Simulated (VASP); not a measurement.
Write the native input for VASP 6.6.1 that does the following.

```
Task                   : single point
Functional             : r2SCAN
Potentials or basis    : VASP PAW PBE potentials, release 64 (Pb_d, Te)
Cutoff                 : 520 eV
k mesh                 : 6 × 6 × 4
Occupations            : gaussian, width 0.01 eV
Spin                   : no spin polarisation
Dipole correction      : no
Further INCAR settings : ALGO = Normal; EDIFF = 1e-07; NBANDS = 28
```

Crystal: TePb.

```
CELL_PARAMETERS angstrom
5.44283 0.00000 0.00000
-2.72142 4.71363 0.00000
0.00000 0.00000 6.50883
ATOMIC_POSITIONS crystal
Pb 0.33333 0.66667 0.25000
Pb 0.66667 0.33333 0.75000
Te 0.66667 0.33333 0.25000
Te 0.33333 0.66667 0.75000
```

One way to write it, as run:

POSCAR

```
TePb
1.0
    5.4428333107      0.0000000000      0.0000000000
   -2.7214166554      4.7136319156      0.0000000000
    0.0000000000      0.0000000000      6.5088282838
Pb Te
2 2
Direct
    0.3333333333      0.6666666667      0.2500000000
    0.6666666667      0.3333333333      0.7500000000
    0.6666666667      0.3333333333      0.2500000000
    0.3333333333      0.6666666667      0.7500000000
```

INCAR.step1

```
SYSTEM = TePb
ALGO = Normal ; EDIFF = 1E-4
ENCUT = 520 ; GGA = PE
ISMEAR = 0 ; LASPH = .TRUE.
LCHARG = .FALSE. ; LREAL = .FALSE.
LWAVE = .TRUE. ; NBANDS = 28
NELM = 60 ; PREC = Accurate
SIGMA = 0.01
```

INCAR.step2

```
SYSTEM = TePb
ALGO = Normal ; EDIFF = 1E-7
ENCUT = 520 ; ISIF = 2
ISMEAR = 0 ; ISTART = 1
LASPH = .TRUE. ; LCHARG = .FALSE.
LMIXTAU = .TRUE. ; LREAL = .FALSE.
LWAVE = .FALSE. ; METAGGA = R2SCAN
NBANDS = 28 ; NELM = 60
PREC = Accurate ; SIGMA = 0.01
```

KPOINTS

```
k-points
0
G
  6 6 4
  0 0 0
```

Potentials or basis: VASP PAW PBE potentials, release 64 (Pb_d, Te).

Launch:

```console
$ cat potpaw_PBE.64/Pb_d/POTCAR potpaw_PBE.64/Te/POTCAR > POTCAR
$ cp INCAR.step1 INCAR
$ mpirun -np 1 vasp_std > vasp.out
$ cp INCAR.step2 INCAR
$ mpirun -np 1 vasp_std > vasp.out
```

Results of the run:

```
Pressure               : 1.0 GPa
Band gap on the k mesh : 1.33 eV (least direct gap 1.34 eV)
```

Caveat: the PAW data sets were made with another functional, which shifts forces and pressure a little; spin-orbit coupling is left out, which moves the levels of the heavy elements.

It took 11 min on 1 thread of Intel Xeon 8259CL (shared host), peak memory 0.34 GiB.
